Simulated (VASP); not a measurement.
Runs of VASP 6.6.1 on Mn. The structure is that of space group Im-3m (No. 229), or close to it. The cells are those of the table. This isn't the form of Mn at room conditions, which is a 58-atom cubic cell.

```tsv
spin	cell	gap on the mesh (eV)	pressure (GPa)	moment (μB)
collinear, ferromagnetic start	a = 2.422 Å, angles 109.5°, 1 atom	none	-4.5	(a)
collinear, ferromagnetic start	a = 2.425 Å, angles 109.5°, 1 atom	none	-1.0	0.88
collinear, ferromagnetic start	a = 2.512 Å, angles 109.5°, 1 atom	none	-21.2	(b)
off	a = 2.422 Å, angles 109.5°, 1 atom	none	-4.2	-
```

Alike in all rows: task single point; level PBE; potentials or basis VASP PAW PBE potentials, release 64 (Mn_pv); k mesh 20 × 20 × 20; cutoff (eV) 520; smearing gaussian 0.05 eV.

Question: Fill in the values left out.

Answer: (a) 0.00; (b) 1.06.

Caveats: the cell stands under tension (at least some runs).

A gap of «none» marks levels without a gap at the run's occupations.
